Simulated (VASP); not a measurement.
# SnTe (Imm2) in VASP: single point with HSE06

Aim: the single point of SnTe with HSE06.

Everything below comes from runs of VASP 6.6.1. Logs are shortened: lines on timing, memory, paths and dates and some standing lists are left out, and cuts for length are marked.

### Step 1. The cell of the first run

Symmetry: Imm2, No. 44, orthorhombic system. Conventional cell: a = 5.017 Å, b = 5.120 Å, c = 7.168 Å, α = 90.00°, β = 90.00°, γ = 90.00°. Within 4.1 Å of Sn (site symmetry mm2) lie 4 Te at 3.10 to 3.11 Å. Te (site symmetry mm2) has 4 Sn at 3.10 to 3.11 Å within 4.1 Å.

### Step 2. Single point, HSE06 (shear xy strain -2.0%)

POSCAR reads:

```
SnTe
1.0
   -0.0367358361      3.5839840092      3.5839840092
    3.5839840092     -0.0367358361      3.5839840092
    3.5472481731      3.5472481731      0.0000000000
Sn Te
1 1
Direct
   -0.0021352977     -0.0021352977      0.0021352977
    0.2521352977      0.2521352977      0.2478647023
```

INCAR.step1 reads:

```
PREC     = Accurate       # precision mode
ENCUT    = 520            # plane-wave cutoff, eV
EDIFF    = 1E-5           # SCF threshold, eV
ISMEAR   = -1             # smearing method
SIGMA    = 0.02           # smearing width, eV
LREAL    = False          # projectors in reciprocal space
LASPH    = True           # aspherical terms in the spheres
NELM     = 100            # most SCF steps
ALGO     = Normal         # electronic algorithm
ISIF     = 2              # what is computed and relaxed
LWAVE    = True           # write WAVECAR
LCHARG   = False          # write CHGCAR
NBANDS   = 17             # bands
GGA      = PE             # functional
LUSENCCL = False
```

INCAR.step2 reads:

```
PREC     = Accurate       # precision mode
ENCUT    = 520            # plane-wave cutoff, eV
EDIFF    = 1E-6           # SCF threshold, eV
ISMEAR   = -1             # smearing method
SIGMA    = 0.02           # smearing width, eV
LREAL    = False          # projectors in reciprocal space
LASPH    = True           # aspherical terms in the spheres
NELM     = 100            # most SCF steps
ALGO     = Normal         # electronic algorithm
ISIF     = 2              # what is computed and relaxed
LWAVE    = False          # write WAVECAR
LCHARG   = False          # write CHGCAR
GGA      = PE             # functional
LHFCALC  = True           # exact exchange
HFSCREEN = 0.2079         # screening, 1/A
PRECFOCK = Normal       
NBANDS   = 17             # bands
ISTART   = 1            
LUSENCCL = False
```

KPOINTS reads:

```
regular mesh
0
Gamma
  4 4 4
```

Potentials or basis: VASP PAW PBE potentials, release 64 (Sn_d, Te).

Started as:

```bash
$ cat potpaw_PBE.64/Sn_d/POTCAR potpaw_PBE.64/Te/POTCAR > POTCAR
$ cp INCAR.step1 INCAR
$ mpirun -np 1 vasp_std > vasp.out
$ cp INCAR.step2 INCAR
$ mpirun -np 1 vasp_std > vasp.out
```

OUTCAR:

```text
PREC = Accurate
   ENCUT = 520
   EDIFF = 1E-6
   ISMEAR = -1
   LREAL = False
   LASPH = True
   NELM = 100
   ISIF = 2
   GGA = PE
   LHFCALC = True
   HFSCREEN = 0.2079
   PRECFOCK = Normal
   ISTART = 1

 ion  position               nearest neighbor table
   1  0.998  0.998  0.002-   2 3.10   2 3.10   2 3.11   2 3.11
   2  0.252  0.252  0.248-   1 3.10   1 3.10   1 3.11   1 3.11

  LATTYP: Found a body centered orthorhombic cell.
 ALAT       =     5.0165664755
 B/A-ratio  =     1.0207123011
 C/A-ratio  =     1.4288593709

  Lattice vectors:

 A1 = (   0.0367358361,  -3.5839840092,  -3.5839840092)
 A2 = (  -0.0367358361,   3.5839840092,  -3.5839840092)
 A3 = (   3.5839840092,  -0.0367358361,   3.5839840092)

Analysis of symmetry for initial positions (statically):
=====================================================================
 Subroutine PRICEL returns:
 Original cell was already a primitive cell.

 Routine SETGRP: Setting up the symmetry group for a
 body centered orthorhombic supercell.

 Subroutine GETGRP returns: Found  4 space group operations
 (whereof  4 operations were pure point group operations)
 out of a pool of  8 trial point group operations.

The static configuration has the point symmetry C_2v.

Analysis of symmetry for dynamics (positions and initial velocities):
=====================================================================
 Subroutine PRICEL returns:
 Original cell was already a primitive cell.

 Routine SETGRP: Setting up the symmetry group for a
 body centered orthorhombic supercell.

 Subroutine GETGRP returns: Found  4 space group operations
 (whereof  4 operations were pure point group operations)
 out of a pool of  8 trial point group operations.

The dynamic configuration has the point symmetry C_2v.

 Subroutine INISYM returns: Found  4 space group operations
 (whereof  4 operations are pure point group operations),
 and found     1 'primitive' translations

----------------------------------------------------------------------------------------

                                     Primitive cell

  volume of cell :      92.0625

  direct lattice vectors                    reciprocal lattice vectors
    -0.036735836  3.583984009  3.583984009    -0.138094087  0.138094087  0.139509551
     3.583984009 -0.036735836  3.583984009     0.138094087 -0.138094087  0.139509551
     3.547248173  3.547248173  0.000000000     0.140954333  0.140954333 -0.139509551

  length of vectors
     5.068651919  5.068651919  5.016566476     0.240005976  0.240005976  0.243308781

  position of ions in fractional coordinates (direct lattice)
     0.997864702  0.997864702  0.002135298
     0.252135298  0.252135298  0.247864702

  ion indices of the primitive-cell ions
   primitive index   ion index
                 1           1
                 2           2

----------------------------------------------------------------------------------------

 KPOINTS: regular mesh

Automatic generation of k-mesh.
 Grid dimensions read from file:
 generate k-points for:    4    4    4

 Generating k-lattice:

  Cartesian coordinates                     Fractional coordinates (reciprocal lattice)
    -0.034523522  0.034523522  0.034877388     0.250000000  0.000000000  0.000000000
     0.034523522 -0.034523522  0.034877388     0.000000000  0.250000000  0.000000000
     0.035238583  0.035238583 -0.034877388    -0.000000000 -0.000000000  0.250000000

  Length of vectors
     0.060001494  0.060001494  0.060827195

  Shift w.r.t. Gamma in fractional coordinates (k-lattice)
     0.000000000  0.000000000  0.000000000

 Subroutine IBZKPT returns following result:
 ===========================================

 Found     18 irreducible k-points:

 Following reciprocal coordinates:
            Coordinates               Weight
  0.000000  0.000000  0.000000      1.000000
  0.250000  0.000000  0.000000      4.000000
  0.500000  0.000000  0.000000      2.000000
  0.250000  0.250000  0.000000      2.000000
  0.500000  0.250000  0.000000      4.000000
 -0.250000  0.250000  0.000000      2.000000
[... 10 lines left out ...]
  0.250000  0.250000  0.500000      2.000000
 -0.250000  0.250000  0.500000      2.000000
   k-points           NKPTS =     18   k-points in BZ     NKDIM =     64   number of bands    NBANDS=     17
   number of dos      NEDOS =    301   number of ions     NIONS =      2
   total plane-waves  NPLWV =  64000
   dimension x,y,z NGX =    40 NGY =   40 NGZ =   40
   dimension x,y,z NGXF=    80 NGYF=   80 NGZF=   80
   ions per type =               1   1
   NGX,Y,Z   is equivalent  to a cutoff of  13.12, 13.12, 13.26 a.u.
   NGXF,Y,Z  is equivalent  to a cutoff of  26.24, 26.24, 26.51 a.u.
 SYSTEM =  unknown system
   PREC   = accura    normal or accurate (medium, high low for compatibility)
   ISTART =      1    job   : 0-new  1-cont  2-samecut
   ICHARG =      0    charge: 1-file 2-atom 10-const
   ISPIN  =      1    spin polarized calculation?
   LNONCOLLINEAR =      F non collinear calculations
   LSORBIT =      F    spin-orbit coupling
   LASPH  =      T    aspherical Exc in radial PAW
   ENCUT  =  520.0 eV  38.22 Ry    6.18 a.u.   9.42  9.42  9.33*2*pi/ulx,y,z
   NELM   =    100;   NELMIN=  2; NELMDL=  0     # of ELM steps
   EDIFF  = 0.1E-05   stopping-criterion for ELM
   LREAL  =      F    real-space projection
   EDIFFG = 0.1E-04   stopping-criterion for IOM
   NSW    =      0    number of steps for IOM
   IBRION =     -1    ionic relax: 0-MD 1-quasi-New 2-CG
   NFREE  =      0    steps in history (QN), initial steepest desc. (CG)
   ISIF   =      2    stress and relaxation
   ISYM   =      3    0-nonsym 1-usesym 2-fastsym
   POTIM  = 0.5000    time-step for ionic-motion
   TEBEG  =    0.0;   TEEND  =   0.0 temperature during run
   PSTRESS=    0.0 pullay stress
   NELECT =      20.0000    total number of electrons
   NUPDOWN=      -1.0000    fix difference up-down
   EMIN   =  10.00;   EMAX   =-10.00  energy-range for DOS
   EFERMI =   0.00;   METHOD = LEGACY
   ISMEAR =    -1;   SIGMA  =   0.02  broadening in eV -4-tet -1-fermi 0-gaus
   EFERMI_NEDOS =   21; number of points for ismear=-14 and -15
   IALGO  =     38    algorithm
   IMIX   =      1    mixing-type and parameters
     AMIX     =   0.40;   BMIX     =  1.00
     AMIX_MAG =   1.60;   BMIX_MAG =  1.00
  volume/ion in A,a.u.               =      46.03       310.63
  Fermi-wavevector in a.u.,A,eV,Ry     =   0.984141  1.859757 13.177698  0.968533
  Thomas-Fermi vector in A             =   2.115352
   LORBIT       =      0    0 simple, 1 ext, 2 COOP (PROOUT), +10 PAW based schemes
   GGA     = PE    functional components
   LHFCALC =     T    Hartree Fock is set to
   PRECFOCK=normal    Normal, Fast or Accurate (Low or Medium for compatibility)
   ENCUT4O =  -1.0   cutoff for four orbital integrals eV
   NKREDX  =     1    reduce k-point grid by
   NKREDY  =     1    reduce k-point grid by
   NKREDZ  =     1    reduce k-point grid by
   AEXX    =    0.2500 exact exchange contribution
   HFSCREEN=    0.2079 screening length (either q_TF or 0.3 A-1)
   HFSCREENC=   0.2079 screening length for correlation (either q_TF or 0.3 A-1)
   ENCUTFOCK=  -1.0 apply spherical cutoff to Coloumb kernel
   IVDW    =     0    specifies the selected vdW correction
   LEPSILON=     F    determine dielectric tensor
   LRPA    =     F    only Hartree local field effects (RPA)
 non-spin polarized calculation
  energy-cutoff  :      520.00
  volume of cell :       92.06
 maximum number of plane-waves:      2494
 NGX is ok and might be reduce to    40
  NGX = 30; NGY = 30; NGZ = 28

 number of electron      20.0000001 magnetization

 Free energy of the ion-electron system (eV)
  ---------------------------------------------------
  ext. energy  EPLUGINS =         0.00000000
  ---------------------------------------------------
  free energy    TOTEN  =        -8.44792113 eV

  energy without entropy =       -8.44789591  energy(sigma->0) =       -8.44790852

 E-fermi :   3.4010     XC(G=0):  -6.3616

 val. band max:        3.2480447109   @ k =  -0.2500   0.2500   0.5000
 cond. band min:       3.5395046018   @ k =   0.5000   0.0000   0.5000
 fundamental gap:      0.2914598909
 Fermi energy:         3.4009510062

 k-point     1 :       0.0000    0.0000    0.0000
  band No.  band energies     occupation
      1     -20.9465      2.00000
      2     -20.9463      2.00000
      3     -20.9462      2.00000
      4     -20.9337      2.00000
      5     -20.9335      2.00000
      6      -9.7004      2.00000
[... 9 lines left out ...]
     16      10.2106      0.00000
     17      11.3682      0.00000

 k-point     2 :       0.2500    0.0000    0.0000
  band No.  band energies     occupation
      1     -20.9468      2.00000
      2     -20.9455      2.00000
      3     -20.9453      2.00000
      4     -20.9337      2.00000
      5     -20.9336      2.00000
      6      -9.4183      2.00000
[... 9 lines left out ...]
     16       9.6425      0.00000
     17      10.8866      0.00000

 k-point     3 :       0.5000    0.0000    0.0000
  band No.  band energies     occupation
      1     -20.9471      2.00000
      2     -20.9446      2.00000
      3     -20.9445      2.00000
      4     -20.9336      2.00000
      5     -20.9336      2.00000
      6      -9.0623      2.00000
[... 9 lines left out ...]
     16      10.6253      0.00000
     17      10.8351      0.00000

 k-point     4 :       0.2500    0.2500    0.0000
  band No.  band energies     occupation
      1     -20.9482      2.00000
      2     -20.9444      2.00000
      3     -20.9443      2.00000
      4     -20.9341      2.00000
      5     -20.9333      2.00000
      6      -9.3104      2.00000
[... 9 lines left out ...]
     16      10.8625      0.00000
     17      12.6744      0.00000
[... 223 lines left out ...]
      1     -20.9498      2.00000
      2     -20.9427      2.00000
      3     -20.9425      2.00000
      4     -20.9349      2.00000
      5     -20.9327      2.00000
      6      -8.7817      2.00000
[... 9 lines left out ...]
     16      12.0418      0.00000
     17      12.0503      0.00000

 k-point    17 :       0.2500    0.2500    0.5000
  band No.  band energies     occupation
      1     -20.9476      2.00000
      2     -20.9443      2.00000
      3     -20.9442      2.00000
      4     -20.9339      2.00000
      5     -20.9334      2.00000
      6      -9.0494      2.00000
[... 9 lines left out ...]
     16      10.8285      0.00000
     17      12.0416      0.00000

 k-point    18 :      -0.2500    0.2500    0.5000
  band No.  band energies     occupation
      1     -20.9485      2.00000
      2     -20.9438      2.00000
      3     -20.9427      2.00000
      4     -20.9344      2.00000
      5     -20.9331      2.00000
      6      -8.7774      2.00000
[... 9 lines left out ...]
     16      11.7805      0.00000
     17      11.7846      0.00000

------------------------ aborting loop because EDIFF is reached ----------------------------------------

  FORCE on cell =-STRESS in cart. coord.  units (eV):
  Direction    XX          YY          ZZ          XY          YZ          ZX
  --------------------------------------------------------------------------------------
  -------------------------------------------------------------------------------------
  Total       -0.0913661     -0.0913661     -0.1009758     -0.1331904      0.0000000      0.0000000
  in kB       -1.5900581     -1.5900581     -1.7572983     -2.3179330      0.0000000      0.0000000
  external PRESSURE =      -1.6458048 kB  Pullay stress =       0.0000000 kB

 VOLUME and BASIS-vectors are now :
 -----------------------------------------------------------------------------
  energy-cutoff  :      520.00
  volume of cell :       92.06
      direct lattice vectors                 reciprocal lattice vectors
    -0.036735836  3.583984009  3.583984009    -0.138094087  0.138094087  0.139509551
     3.583984009 -0.036735836  3.583984009     0.138094087 -0.138094087  0.139509551
     3.547248173  3.547248173  0.000000000     0.140954333  0.140954333 -0.139509551

 POSITION                                       TOTAL-FORCE (eV/Angst)
 -----------------------------------------------------------------------------------
      3.54725      3.54725      7.15266         0.000000      0.000000      0.015427
      1.77362      1.77362      1.80730        -0.000000     -0.000000     -0.015427
 -----------------------------------------------------------------------------------
    total drift:                                0.000001      0.000001      0.000258

  FREE ENERGIE OF THE ION-ELECTRON SYSTEM (eV)
  ---------------------------------------------------
  free  energy   TOTEN  =        -8.4479211309 eV

  energy  without entropy=       -8.4478959128  energy(sigma->0) =       -8.44790852
```

Run time: 19 min. Hardware: 1 × NVIDIA H100 80GB with 1 thread of AMD EPYC 7R13 (Zen 3), shared host; peak memory 1.3 GiB.

Results:

```yaml
Free_energy: -8.4479 eV
Pressure: -0.2 GPa
Largest_force: 0.015 eV/Å
Band_gap_on_the_k_mesh: 0.29 eV, indirect (least direct gap 1.12 eV)
```

Forces in eV/Å, atoms in the order of the input:
```
Sn   0.000  0.000  0.015
Te   0.000  0.000 -0.015
```

Caveat: the cell differs from its parent crystal (shear xy strain -2.0%); the PAW data sets were made with another functional, which shifts forces and pressure a little; spin-orbit coupling is left out, which moves the levels of the heavy elements.
